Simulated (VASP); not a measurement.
# PbF2 (Fluorocronite) (Fm-3m) in VASP: a series of runs, part 2 of 2

VASP 6.6.1. The steps go on from the part before.

## (3) Single point, LDA

This run uses another cell than the first one, of 16.31 Å³/atom, 0.887 times its volume.

Input file INCAR:

```
PREC = Accurate
ENCUT = 600
EDIFF = 1E-6
ISMEAR = -1
SIGMA = 0.05
LREAL = F
LASPH = T
NELM = 120
ALGO = Normal
ISIF = 2
LWAVE = F
LCHARG = F
NBANDS = 21
GGA_COMPAT = F
```

Input file KPOINTS:

```
regular mesh
0
Gamma
  8 8 8
```

Input file POSCAR:

```
PbF2
1.0
    0.0000000000      2.9031601670      2.9031601670
    2.9031601670      0.0000000000      2.9031601670
    2.9031601670      2.9031601670      0.0000000000
Pb F
1 2
Direct
    0.0000000000      0.0000000000      0.0000000000
    0.7500000000      0.7500000000      0.7500000000
    0.2500000000      0.2500000000      0.2500000000
```

Potentials or basis: VASP PAW LDA potentials, release 64 (Pb_d, F).

Run with:

```console
$ cat potpaw_LDA.64/Pb_d/POTCAR potpaw_LDA.64/F/POTCAR > POTCAR
$ mpirun -np 1 vasp_std > vasp.out
```

OUTCAR:

```text
PREC = Accurate
   ENCUT = 600
   EDIFF = 1E-6
   ISMEAR = -1
   LREAL = F
   LASPH = T
   NELM = 120
   ISIF = 2

 ion  position               nearest neighbor table
   1  0.000  0.000  0.000-   2 2.51   2 2.51   2 2.51   2 2.51   3 2.51   3 2.51   3 2.51   3 2.51

   2  0.750  0.750  0.750-   1 2.51   1 2.51   1 2.51   1 2.51
   3  0.250  0.250  0.250-   1 2.51   1 2.51   1 2.51   1 2.51

  LATTYP: Found a face centered cubic cell.
 ALAT       =     5.8063203340

  Lattice vectors:

 A1 = (   0.0000000000,   2.9031601670,   2.9031601670)
 A2 = (   2.9031601670,   0.0000000000,   2.9031601670)
 A3 = (   2.9031601670,   2.9031601670,   0.0000000000)

Analysis of symmetry for initial positions (statically):
=====================================================================
 Subroutine PRICEL returns:
 Original cell was already a primitive cell.

 Routine SETGRP: Setting up the symmetry group for a
 face centered cubic supercell.

 Subroutine GETGRP returns: Found 48 space group operations
 (whereof 48 operations were pure point group operations)
 out of a pool of 48 trial point group operations.

The static configuration has the point symmetry O_h .

Analysis of symmetry for dynamics (positions and initial velocities):
=====================================================================
 Subroutine PRICEL returns:
 Original cell was already a primitive cell.

 Routine SETGRP: Setting up the symmetry group for a
 face centered cubic supercell.

 Subroutine GETGRP returns: Found 48 space group operations
 (whereof 48 operations were pure point group operations)
 out of a pool of 48 trial point group operations.

The dynamic configuration has the point symmetry O_h .

 Subroutine INISYM returns: Found 48 space group operations
 (whereof 48 operations are pure point group operations),
[... 98 lines left out ...]
   EDIFF  = 0.1E-05   stopping-criterion for ELM
   LREAL  =      F    real-space projection
[... 7 lines left out ...]
   TEBEG  =    0.0;   TEEND  =   0.0 temperature during run
   PSTRESS=    0.0 pullay stress
   NELECT =      28.0000    total number of electrons
   NUPDOWN=      -1.0000    fix difference up-down
   EMIN   =  10.00;   EMAX   =-10.00  energy-range for DOS
   EFERMI =   0.00;   METHOD = LEGACY
   ISMEAR =    -1;   SIGMA  =   0.05  broadening in eV -4-tet -1-fermi 0-gaus
   EFERMI_NEDOS =   21; number of points for ismear=-14 and -15
   IALGO  =     38    algorithm
   IMIX   =      4    mixing-type and parameters
     AMIX     =   0.40;   BMIX     =  1.00
     AMIX_MAG =   1.60;   BMIX_MAG =  1.00
  volume/ion in A,a.u.               =      16.31       110.08
  Fermi-wavevector in a.u.,A,eV,Ry     =   1.359085  2.568298 25.131473  1.847111
  Thomas-Fermi vector in A             =   2.485863
   LORBIT       =      0    0 simple, 1 ext, 2 COOP (PROOUT), +10 PAW based schemes
   GGA     = CA    functional components
   LHFCALC =     F    Hartree Fock is set to
   AEXX    =    0.0000 exact exchange contribution
   IVDW    =     0    specifies the selected vdW correction
   LEPSILON=     F    determine dielectric tensor
   LRPA    =     F    only Hartree local field effects (RPA)
 non-spin polarized calculation
  energy-cutoff  :      600.00
  volume of cell :       48.94
 maximum number of plane-waves:      1660
 NGX is ok and might be reduce to    36
   NGX = 17   NGY = 17   NGZ = 17

 number of electron      28.0000001 magnetization

 Free energy of the ion-electron system (eV)
  ---------------------------------------------------
  ext. energy  EPLUGINS =         0.00000000
  ---------------------------------------------------
  free energy    TOTEN  =       -15.95784067 eV

  energy without entropy =      -15.95784067  energy(sigma->0) =      -15.95784067

 E-fermi :   3.4451     XC(G=0): -10.3765

 val. band max:        2.3097840425   @ k =  -0.2500   0.5000   0.2500
 cond. band min:       6.5113569463   @ k =   0.5000   0.5000   0.0000
 fundamental gap:      4.2015729038
 Fermi energy:         3.4450789201

 k-point     1 :       0.0000    0.0000    0.0000
  band No.  band energies     occupation
      1     -18.9433      2.00000
      2     -18.1458      2.00000
      3     -12.1368      2.00000
      4     -12.1368      2.00000
      5     -12.1368      2.00000
      6     -12.0301      2.00000
[... 565 lines left out ...]
     20      18.5435      0.00000
     21      18.7840      0.00000

 [... further k-points ...]
[... 5 lines left out ...]
  --------------------------------------------------------------------------------------
  -------------------------------------------------------------------------------------
  Total        0.0669291      0.0669291      0.0669291      0.0000000      0.0000000      0.0000000
  in kB        2.1912026      2.1912026      2.1912026      0.0000000      0.0000000      0.0000000
  external PRESSURE =       2.1912026 kB  Pullay stress =       0.0000000 kB

 VOLUME and BASIS-vectors are now :
 -----------------------------------------------------------------------------
  energy-cutoff  :      600.00
  volume of cell :       48.94
      direct lattice vectors                 reciprocal lattice vectors
     0.000000000  2.903160167  2.903160167    -0.172226116  0.172226116  0.172226116
     2.903160167  0.000000000  2.903160167     0.172226116 -0.172226116  0.172226116
     2.903160167  2.903160167  0.000000000     0.172226116  0.172226116 -0.172226116

 POSITION                                       TOTAL-FORCE (eV/Angst)
 -----------------------------------------------------------------------------------
      0.00000      0.00000      0.00000         0.000000      0.000000      0.000000
      4.35474      4.35474      4.35474         0.000000      0.000000      0.000000
      1.45158      1.45158      1.45158        -0.000000     -0.000000     -0.000000
 -----------------------------------------------------------------------------------
    total drift:                                0.000000      0.000000      0.000000

  FREE ENERGIE OF THE ION-ELECTRON SYSTEM (eV)
  ---------------------------------------------------
  free  energy   TOTEN  =       -15.9578406696 eV

  energy  without entropy=      -15.9578406695  energy(sigma->0) =      -15.95784067
```

stdout:

```text
POSCAR found type information on POSCAR PbF
 POSCAR found :  2 types and       3 ions
 scaLAPACK will be used
 LDA part: xc-table for (Slater(with rela. corr.)+CA(PZ))
 , standard interpolation
 POSCAR, INCAR and KPOINTS ok, starting setup
 FFT: planning ... GRIDC
 FFT: planning ... GRID_SOFT
 FFT: planning ... GRID
 WAVECAR not read
 entering main loop
```

It took 63 s on 1 thread of AMD EPYC 7R43 (Zen 3), shared host; peak memory 0.15 GiB.

Results:

- Free energy: -15.9578 eV
- Pressure: 0.2 GPa
- Band gap on the k mesh: 4.20 eV, indirect (least direct gap 4.37 eV)

Caveat: spin-orbit coupling is left out, which moves the levels of the heavy elements. Expect the measured gap to be larger: semilocal functionals such as LDA lack the derivative discontinuity.

## (4) Single point, LDA

This run uses another cell than the first one, of 16.66 Å³/atom, 0.906 times its volume.

Input file INCAR:

```
SYSTEM = PbF2
PREC = Accurate ; ENCUT = 600
EDIFF = 1E-6 ; ISMEAR = -1
SIGMA = 0.05 ; LREAL = .FALSE.
LASPH = .TRUE. ; NELM = 120
ALGO = Normal ; ISIF = 2
LWAVE = .FALSE. ; LCHARG = .FALSE.
NBANDS = 21 ; GGA_COMPAT = .FALSE.
```

Input file KPOINTS:

```
regular mesh
0
G
  8 8 8
  0 0 0
```

Input file POSCAR:

```
PbF2
1.0
    0.0000000000      2.9236056305      2.9236056305
    2.9236056305      0.0000000000      2.9236056305
    2.9236056305      2.9236056305      0.0000000000
Pb F
1 2
Direct
    0.0000000000      0.0000000000      0.0000000000
    0.7500000000      0.7500000000      0.7500000000
    0.2500000000      0.2500000000      0.2500000000
```

Run with:

```console
$ cat potpaw_LDA.64/Pb_d/POTCAR potpaw_LDA.64/F/POTCAR > POTCAR
$ mpirun -np 1 vasp_std > vasp.out
```

Wall time 62 s (1 thread of AMD EPYC 7R43 (Zen 3), shared host); peak memory 0.15 GiB.

Results (log left out):

```yaml
Free_energy: -15.9555 eV
Pressure: -1.6 GPa
Band_gap_on_the_k_mesh: 4.21 eV, indirect (least direct gap 4.37 eV)
```

Levels at points of the mesh, in eV from the valence-band top:
```tsv
k point	band 11	band 12	band 13	band 14	band 15	band 16	band 17	band 18
(0.00, 0.00, 0.00)	-2.78	-2.27	-2.27	-2.27	6.60	6.60	6.60	10.35
(0.50, 0.00, 0.00)	-3.04	-2.43	-2.43	-0.05	4.80	7.62	7.62	12.88
(0.50, 0.50, 0.00)	-1.81	-1.80	-1.80	-0.16	4.21	7.88	7.88	8.43
```

Caveat: spin-orbit coupling is left out, which moves the levels of the heavy elements. As with any semilocal functional, this LDA gap is likely too small.

## (5) The runs side by side

```csv
cell,k mesh,gap on the mesh (eV),pressure (GPa)
"a = 4.273 Å, angles 60.0°, 3 atoms",7 × 7 × 7,4.26,-7.9
"a = 4.106 Å, angles 60.0°, 3 atoms",8 × 8 × 8,4.20,0.2
"a = 4.135 Å, angles 60.0°, 3 atoms",8 × 8 × 8,4.21,-1.6
```

Alike in all rows: task single point; level LDA; potentials or basis VASP PAW LDA potentials, release 64 (Pb_d, F); no spin polarisation; cutoff (eV) 600; smearing fermi-dirac 0.05 eV.

Caveats: spin-orbit coupling is left out, which moves the levels of the heavy elements.

Total energies depend on the potentials used, so only differences within one code and one set of settings carry meaning.
